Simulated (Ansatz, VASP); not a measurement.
## TiSe2: VASP beside Ansatz

```
Ti Se
1.0
     3.53939    0.00000    0.00000
    -1.76970    3.06521    0.00000
     0.00000    0.00000    6.74278
Ti Se
1 2
Direct
  0.00000 0.00000 0.00000
  0.33333 0.66667 0.22977
  0.66667 0.33333 0.77023
```

Alike in both runs: functional PBE; k mesh 15 × 15 × 8; occupations gaussian, width 0.1 eV; no spin polarisation.

Ansatz relaxed the structure, and its values are those at the end. VASP's run is a single point on that final structure, the one shown.

|  | VASP | Ansatz |
| --- | --- | --- |
| version | VASP 6.6.1 | Ansatz 0.2.0 |
| potentials or method | VASP PAW PBE potentials, release 64 (Ti_sv, Se), cutoff 500 eV | scalar-relativistic, plane waves, PAW |
| valence electrons in the cell | 24 | 44 |

```csv
,VASP,Ansatz,Ansatz less VASP
gap on the k mesh at the Fermi level (eV),none,none,-
pressure (GPa),0.1,0.0,-0.07
rms of the force components (eV/Å),0.008,0.000,-0.0077
```

A gap of «none» marks a metal or a gap that the smearing closes. VASP's potentials hold 24 valence electrons a cell and Ansatz's 44, so a difference there can come from the potentials and not from the codes.
